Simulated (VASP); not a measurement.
# CuI (I-4m2) in VASP: further runs, part 2 of 3

VASP 6.6.1.

## Step 3: Single point, PBE (biaxial xy strain +4.6%)

Contents of INCAR:

```
SYSTEM = CuI
  ALGO = Normal
  EDIFF = 1E-6
  ENCUT = 520
  GGA = PE
  ISIF = 2
  ISMEAR = -1
  LASPH = .TRUE.
  LCHARG = .FALSE.
  LREAL = .FALSE.
  LWAVE = .FALSE.
  NBANDS = 16
  NELM = 60
  PREC = Accurate
  SIGMA = 0.02
```

Contents of KPOINTS:

```
k-points
0
G
  8 8 8
  0 0 0
```

Contents of POSCAR:

```
CuI
1.0
    0.0000000000      3.1502956744      3.0120429050
    3.1502956744      0.0000000000      3.0120429050
    3.1502956744      3.1502956744      0.0000000000
Cu I
1 1
Direct
    0.2500000000      0.2500000000      0.2500000000
    0.0000000000      0.0000000000      0.0000000000
```

Potentials or basis: VASP PAW PBE potentials, release 64 (Cu, I).

The run is started by

```sh
$ cat potpaw_PBE.64/Cu/POTCAR potpaw_PBE.64/I/POTCAR > POTCAR
$ mpirun -np 1 vasp_std > vasp.out
```

OUTCAR:

```text
SYSTEM = CuI
   EDIFF = 1E-6
   ENCUT = 520
   GGA = PE
   ISIF = 2
   ISMEAR = -1
   LASPH = .TRUE.
   LREAL = .FALSE.
   NELM = 60
   PREC = Accurate

 ion  position               nearest neighbor table
   1  0.250  0.250  0.250-   2 2.69   2 2.69   2 2.69   2 2.69
   2  0.000  0.000  0.000-   1 2.69   1 2.69   1 2.69   1 2.69

  LATTYP: Found a body centered tetragonal cell.
 ALAT       =     4.4551908682
 C/A-ratio  =     1.3521498827

  Lattice vectors:

 A1 = (   0.0000000000,  -3.1502956744,  -3.0120429050)
 A2 = (   0.0000000000,   3.1502956744,  -3.0120429050)
 A3 = (   3.1502956744,   0.0000000000,   3.0120429050)

Analysis of symmetry for initial positions (statically):
=====================================================================
 Subroutine PRICEL returns:
 Original cell was already a primitive cell.

 Routine SETGRP: Setting up the symmetry group for a
 body centered tetragonal supercell.

 Subroutine GETGRP returns: Found  8 space group operations
 (whereof  8 operations were pure point group operations)
 out of a pool of 16 trial point group operations.

The static configuration has the point symmetry D_2d.

Analysis of symmetry for dynamics (positions and initial velocities):
=====================================================================
 Subroutine PRICEL returns:
 Original cell was already a primitive cell.

 Routine SETGRP: Setting up the symmetry group for a
 body centered tetragonal supercell.

 Subroutine GETGRP returns: Found  8 space group operations
 (whereof  8 operations were pure point group operations)
 out of a pool of 16 trial point group operations.

The dynamic configuration has the point symmetry D_2d.

 Subroutine INISYM returns: Found  8 space group operations
 (whereof  8 operations are pure point group operations),
 and found     1 'primitive' translations

----------------------------------------------------------------------------------------

                                     Primitive cell

  volume of cell :      59.7852

  direct lattice vectors                    reciprocal lattice vectors
     0.000000000  3.150295674  3.012042905    -0.158715261  0.158715261  0.166000291
     3.150295674  0.000000000  3.012042905     0.158715261 -0.158715261  0.166000291
     3.150295674  3.150295674  0.000000000     0.158715261  0.158715261 -0.166000291

  length of vectors
     4.358527882  4.358527882  4.455190868     0.279172285  0.279172285  0.279172285

  position of ions in fractional coordinates (direct lattice)
     0.250000000  0.250000000  0.250000000
     0.000000000  0.000000000  0.000000000

  ion indices of the primitive-cell ions
   primitive index   ion index
                 1           1
                 2           2

----------------------------------------------------------------------------------------

 KPOINTS: k-points

Automatic generation of k-mesh.
 Grid dimensions read from file:
 generate k-points for:    8    8    8

 Generating k-lattice:

  Cartesian coordinates                     Fractional coordinates (reciprocal lattice)
    -0.019839408  0.019839408  0.020750036     0.125000000  0.000000000  0.000000000
     0.019839408 -0.019839408  0.020750036     0.000000000  0.125000000  0.000000000
     0.019839408  0.019839408 -0.020750036     0.000000000  0.000000000  0.125000000

  Length of vectors
     0.034896536  0.034896536  0.034896536

  Shift w.r.t. Gamma in fractional coordinates (k-lattice)
     0.000000000  0.000000000  0.000000000

 Subroutine IBZKPT returns following result:
 ===========================================

 Found     59 irreducible k-points:

 Following reciprocal coordinates:
            Coordinates               Weight
  0.000000  0.000000  0.000000      1.000000
  0.125000  0.000000  0.000000      8.000000
  0.250000  0.000000  0.000000      8.000000
  0.375000  0.000000  0.000000      8.000000
  0.500000  0.000000  0.000000      4.000000
  0.125000  0.125000  0.000000      2.000000
[... 16 lines left out ...]
  0.250000  0.000000  0.125000     16.000000
  0.375000  0.000000  0.125000     16.000000
 [... further k-points ...]
   k-points           NKPTS =     59   k-points in BZ     NKDIM =     59   number of bands    NBANDS=     16
   number of dos      NEDOS =    301   number of ions     NIONS =      2
   total plane-waves  NPLWV =  36864
   dimension x,y,z NGX =    32 NGY =   32 NGZ =   36
   dimension x,y,z NGXF=    64 NGYF=   64 NGZF=   72
   ions per type =               1   1
   NGX,Y,Z   is equivalent  to a cutoff of  12.21, 12.21, 13.43 a.u.
   NGXF,Y,Z  is equivalent  to a cutoff of  24.41, 24.41, 26.87 a.u.
 SYSTEM =  CuI
   PREC   = accura    normal or accurate (medium, high low for compatibility)
   ISTART =      0    job   : 0-new  1-cont  2-samecut
   ICHARG =      2    charge: 1-file 2-atom 10-const
   ISPIN  =      1    spin polarized calculation?
   LNONCOLLINEAR =      F non collinear calculations
   LSORBIT =      F    spin-orbit coupling
   LASPH  =      T    aspherical Exc in radial PAW
   ENCUT  =  520.0 eV  38.22 Ry    6.18 a.u.   8.10  8.10  8.28*2*pi/ulx,y,z
   NELM   =     60;   NELMIN=  2; NELMDL= -5     # of ELM steps
   EDIFF  = 0.1E-05   stopping-criterion for ELM
   LREAL  =      F    real-space projection
   EDIFFG = 0.1E-04   stopping-criterion for IOM
   NSW    =      0    number of steps for IOM
   IBRION =     -1    ionic relax: 0-MD 1-quasi-New 2-CG
   NFREE  =      0    steps in history (QN), initial steepest desc. (CG)
   ISIF   =      2    stress and relaxation
   ISYM   =      2    0-nonsym 1-usesym 2-fastsym
   POTIM  = 0.5000    time-step for ionic-motion
   TEBEG  =    0.0;   TEEND  =   0.0 temperature during run
   PSTRESS=    0.0 pullay stress
   NELECT =      18.0000    total number of electrons
   NUPDOWN=      -1.0000    fix difference up-down
   EMIN   =  10.00;   EMAX   =-10.00  energy-range for DOS
   EFERMI =   0.00;   METHOD = LEGACY
   ISMEAR =    -1;   SIGMA  =   0.02  broadening in eV -4-tet -1-fermi 0-gaus
   EFERMI_NEDOS =   21; number of points for ismear=-14 and -15
   IALGO  =     38    algorithm
   IMIX   =      4    mixing-type and parameters
     AMIX     =   0.40;   BMIX     =  1.00
     AMIX_MAG =   1.60;   BMIX_MAG =  1.00
  volume/ion in A,a.u.               =      29.89       201.73
  Fermi-wavevector in a.u.,A,eV,Ry     =   1.097239  2.073480 16.380496  1.203933
  Thomas-Fermi vector in A             =   2.233595
   LORBIT       =      0    0 simple, 1 ext, 2 COOP (PROOUT), +10 PAW based schemes
   GGA     = PE    functional components
   LHFCALC =     F    Hartree Fock is set to
   AEXX    =    0.0000 exact exchange contribution
   IVDW    =     0    specifies the selected vdW correction
   LEPSILON=     F    determine dielectric tensor
   LRPA    =     F    only Hartree local field effects (RPA)
 non-spin polarized calculation
  energy-cutoff  :      520.00
  volume of cell :       59.79
 maximum number of plane-waves:      1635
   NGX = 17   NGY = 17   NGZ = 17

 number of electron      17.9999992 magnetization

 Free energy of the ion-electron system (eV)
  ---------------------------------------------------
  ext. energy  EPLUGINS =         0.00000000
  ---------------------------------------------------
  free energy    TOTEN  =        -5.53449417 eV

  energy without entropy =       -5.53449417  energy(sigma->0) =       -5.53449417

 E-fermi :   4.1792     XC(G=0):  -8.6161

 val. band max:        3.7313613279   @ k =   0.0000   0.0000   0.0000
 cond. band min:       4.6629518841   @ k =   0.0000   0.0000   0.0000
 fundamental gap:      0.9315905562
 Fermi energy:         4.1792271106

 k-point     1 :       0.0000    0.0000    0.0000
  band No.  band energies     occupation
      1      -9.9601      2.00000
      2       0.3483      2.00000
      3       0.3484      2.00000
      4       0.3964      2.00000
      5       2.1021      2.00000
      6       2.1321      2.00000
[... 8 lines left out ...]
     15      12.8507      0.00000
     16      13.4014      0.00000

 k-point     2 :       0.1250    0.0000    0.0000
  band No.  band energies     occupation
      1      -9.8992      2.00000
      2       0.0711      2.00000
      3       0.3440      2.00000
      4       0.3915      2.00000
      5       2.0989      2.00000
      6       2.1256      2.00000
[... 8 lines left out ...]
     15      12.4657      0.00000
     16      12.7754      0.00000
[... 387 lines left out ...]
      5       2.0648      2.00000
      6       2.1420      2.00000
[... 8 lines left out ...]
     15      13.1644      0.00000
     16      13.7465      0.00000

 k-point    24 :       0.3750    0.0000    0.1250
  band No.  band energies     occupation
      1      -9.5940      2.00000
      2      -1.0209      2.00000
      3       0.2277      2.00000
      4       0.3771      2.00000
      5       2.0798      2.00000
      6       2.1486      2.00000
[... 8 lines left out ...]
     15      13.3348      0.00000
     16      13.8143      0.00000

 [... further k-points ...]
[... 5 lines left out ...]
  --------------------------------------------------------------------------------------
  -------------------------------------------------------------------------------------
  Total       -0.7676458     -0.7676458     -0.4823805      0.0000000      0.0000000      0.0000000
  in kB      -20.5720540    -20.5720540    -12.9272625      0.0000000      0.0000000      0.0000000
  external PRESSURE =     -18.0237901 kB  Pullay stress =       0.0000000 kB

 VOLUME and BASIS-vectors are now :
 -----------------------------------------------------------------------------
  energy-cutoff  :      520.00
  volume of cell :       59.79
      direct lattice vectors                 reciprocal lattice vectors
     0.000000000  3.150295674  3.012042905    -0.158715261  0.158715261  0.166000291
     3.150295674  0.000000000  3.012042905     0.158715261 -0.158715261  0.166000291
     3.150295674  3.150295674  0.000000000     0.158715261  0.158715261 -0.166000291

 POSITION                                       TOTAL-FORCE (eV/Angst)
 -----------------------------------------------------------------------------------
      1.57515      1.57515      1.50602        -0.000000     -0.000000      0.000000
      0.00000      0.00000      0.00000         0.000000      0.000000     -0.000000
 -----------------------------------------------------------------------------------
    total drift:                               -0.000000     -0.000000      0.000003

  FREE ENERGIE OF THE ION-ELECTRON SYSTEM (eV)
  ---------------------------------------------------
  free  energy   TOTEN  =        -5.5344941710 eV

  energy  without entropy=       -5.5344941710  energy(sigma->0) =       -5.53449417
```

OSZICAR:

```text
N       E                     dE             d eps       ncg     rms          rms(c)
DAV:   1     0.920561343041E+02    0.92056E+02   -0.74478E+03  1896   0.116E+03
DAV:   2     0.294527910254E+00   -0.91762E+02   -0.83329E+02  2024   0.222E+02
DAV:   3    -0.554275895566E+01   -0.58373E+01   -0.57457E+01  2568   0.591E+01
DAV:   4    -0.570498831869E+01   -0.16223E+00   -0.16215E+00  2288   0.946E+00
DAV:   5    -0.571379382846E+01   -0.88055E-02   -0.88054E-02  2936   0.243E+00    0.471E+00
DAV:   6    -0.564686550443E+01    0.66928E-01   -0.22184E+00  2000   0.384E+01    0.305E+00
DAV:   7    -0.553451294741E+01    0.11235E+00   -0.53243E-01  2064   0.228E+01    0.149E+00
DAV:   8    -0.553583496289E+01   -0.13220E-02   -0.26800E-02  3016   0.209E+00    0.387E-01
DAV:   9    -0.553431781091E+01    0.15172E-02   -0.63033E-03  2440   0.224E+00    0.114E-01
DAV:  10    -0.553448450815E+01   -0.16670E-03   -0.45495E-04  2312   0.132E-01    0.239E-02
DAV:  11    -0.553449355596E+01   -0.90478E-05   -0.88122E-05  2576   0.238E-01    0.193E-02
DAV:  12    -0.553449417096E+01   -0.61501E-06   -0.64530E-06  2888   0.338E-02
   1 F= -.55344942E+01 E0= -.55344942E+01  d E =-.465140E-12
```

It took 20 s on 1 thread of Intel Xeon 6975P-C (Granite Rapids), shared host; peak memory 0.22 GiB.

Results:

- Free energy: -5.5345 eV
- Pressure: -1.8 GPa
- Band gap on the k mesh: 0.93 eV

Levels at points of the mesh, in eV from the valence-band top:
```csv
k point,band 6,band 7,band 8,band 9,band 10,band 11,band 12,band 13
"(0.00, 0.00, 0.00)",-1.60,-0.06,-0.06,0.00,0.93,4.90,4.90,4.96
"(0.50, 0.00, 0.00)",-1.59,-1.55,-0.67,-0.61,2.05,5.27,5.59,7.22
"(0.50, 0.50, 0.00)",-1.54,-1.54,-1.31,-1.31,2.68,2.73,8.92,9.34
"(0.50, 0.00, 0.50)",-1.59,-1.53,-1.34,-1.26,2.88,3.00,8.57,9.18
```

Caveat: the cell differs from its parent crystal (biaxial xy strain +4.6%); spin-orbit coupling is left out, which moves the levels of the heavy elements.

## Step 4: Single point, r2SCAN (epitaxial xy strain +5.7%)

Contents of POSCAR:

```
CuI
1.0
    0.0000000000      3.1831269420      2.7758059142
    3.1831269420      0.0000000000      2.7758059142
    3.1831269420      3.1831269420      0.0000000000
Cu I
1 1
Direct
    0.2500000000      0.2500000000      0.2500000000
    0.0000000000      0.0000000000      0.0000000000
```

Contents of INCAR.step1:

```
ALGO     = Normal         # electronic algorithm
EDIFF    = 1E-4           # SCF threshold, eV
ENCUT    = 520            # plane-wave cutoff, eV
GGA      = PE             # functional
ISMEAR   = 0              # smearing method
LASPH    = True           # aspherical terms in the spheres
LCHARG   = False          # write CHGCAR
LREAL    = False          # projectors in reciprocal space
LWAVE    = True           # write WAVECAR
NBANDS   = 16             # bands
NELM     = 80             # most SCF steps
PREC     = Accurate       # precision mode
SIGMA    = 0.01           # smearing width, eV
```

Contents of INCAR.step2:

```
ALGO     = Normal         # electronic algorithm
EDIFF    = 1E-6           # SCF threshold, eV
ENCUT    = 520            # plane-wave cutoff, eV
ISIF     = 2              # what is computed and relaxed
ISMEAR   = 0              # smearing method
ISTART   = 1            
LASPH    = True           # aspherical terms in the spheres
LCHARG   = False          # write CHGCAR
LMIXTAU  = True         
LREAL    = False          # projectors in reciprocal space
LWAVE    = False          # write WAVECAR
METAGGA  = R2SCAN         # meta-GGA
NBANDS   = 16             # bands
NELM     = 80             # most SCF steps
PREC     = Accurate       # precision mode
SIGMA    = 0.01           # smearing width, eV
```

Contents of KPOINTS:

```
k-points
0
Gamma
  8 8 8
```

The run is started by

```sh
$ cat potpaw_PBE.64/Cu/POTCAR potpaw_PBE.64/I/POTCAR > POTCAR
$ cp INCAR.step1 INCAR
$ mpirun -np 1 vasp_std > vasp.out
$ cp INCAR.step2 INCAR
$ mpirun -np 1 vasp_std > vasp.out
```

Wall time 75 s (1 thread of Intel Xeon 6975P-C (Granite Rapids), shared host); peak memory 0.23 GiB.

It converged, with:

```yaml
Free_energy: -35.7543 eV
Pressure: -1.4 GPa
Band_gap_on_the_k_mesh: 1.50 eV
```

Stress tensor (GPa, compression positive):
```
-2.10  0.00  0.00
 0.00 -2.10  0.00
 0.00  0.00 -0.07
```

Levels at points of the mesh, in eV from the valence-band top:
| k point | band 7 | band 8 | band 9 | band 10 | band 11 | band 12 |
| --- | --- | --- | --- | --- | --- | --- |
| (0.00, 0.00, 0.00) | -0.15 | -0.15 | 0.00 | 1.50 | 5.28 | 5.28 |
| (0.50, 0.00, 0.00) | -1.74 | -0.85 | -0.65 | 2.34 | 5.26 | 6.45 |
| (0.50, 0.50, 0.00) | -1.66 | -1.51 | -1.51 | 2.45 | 2.61 | 10.20 |
| (0.50, 0.00, 0.50) | -1.68 | -1.60 | -1.32 | 3.13 | 3.55 | 9.10 |

Caveat: the cell differs from its parent crystal (epitaxial xy strain +5.7%); the PAW data sets were made with another functional, which shifts forces and pressure a little; spin-orbit coupling is left out, which moves the levels of the heavy elements.

[end of part 2 of 3]
